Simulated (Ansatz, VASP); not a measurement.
# Ag: VASP beside Ansatz

Contents of INCAR:

```
SYSTEM = Ag
  PREC = Accurate
  ENCUT = 520
  EDIFF = 1E-6
  ISMEAR = -1
  SIGMA = 0.05
  LREAL = .FALSE.
  LASPH = .TRUE.
  NELM = 100
  ALGO = Normal
  ISIF = 2
  LWAVE = .FALSE.
  LCHARG = .TRUE.
  GGA = PE
  LELF = .TRUE.
  LVHAR = .TRUE.
  NBANDS = 18
```

File KPOINTS:

```
Automatic mesh
0
G
  11 11 11
  0 0 0
```

POSCAR

```
Ag
1.0
    0.0000000000      3.0874966256      3.0874966256
    3.0874966256      0.0000000000      3.0874966256
    3.0874966256      3.0874966256      0.0000000000
Ag
2
Direct
    0.0000000000      0.0000000000      0.0000000000
    0.2500000000      0.2500000000      0.2500000000
```

Input for Ansatz:

```yaml
crystal:
  lattice:
    - [0.0, 3.0874966256, 3.0874966256]
    - [3.0874966256, 0.0, 3.0874966256]
    - [3.0874966256, 3.0874966256, 0.0]
  atoms:
    - { symbol: Ag, position: [0.0, 0.0, 0.0] }
    - { symbol: Ag, position: [0.25, 0.25, 0.25] }
kpoints:
  mp_grid: { grid: [11, 11, 11] }
scf:
  occupations: { method: fermi_dirac, width: 0.05 }
hamiltonian:
  xc: pbe
  pseudopotentials: { kind: all_electron, lapw: { basis_error: 0.0005 } }
output:
  forces: true
  stress: true
  eigenvalues: true
```

Change from the starting cell: volume scaled by 0.98.

Alike in both runs: task single point; functional PBE; k mesh 11 × 11 × 11; occupations fermi-dirac, width 0.05 eV; no spin polarisation.

|  | VASP | Ansatz |
| --- | --- | --- |
| version | VASP 6.6.1 | Ansatz 0.2.0 |
| potentials or method | VASP PAW PBE potentials, release 64 (Ag), cutoff 520 eV | all-electron LAPW, scalar-relativistic |

Ansatz gave:

```
pressure (GPa) : 0.7
```

Estimate VASP's values.

pressure (GPa): 0.6.

Ansatz ran all-electron here, and VASP with PAW potentials.
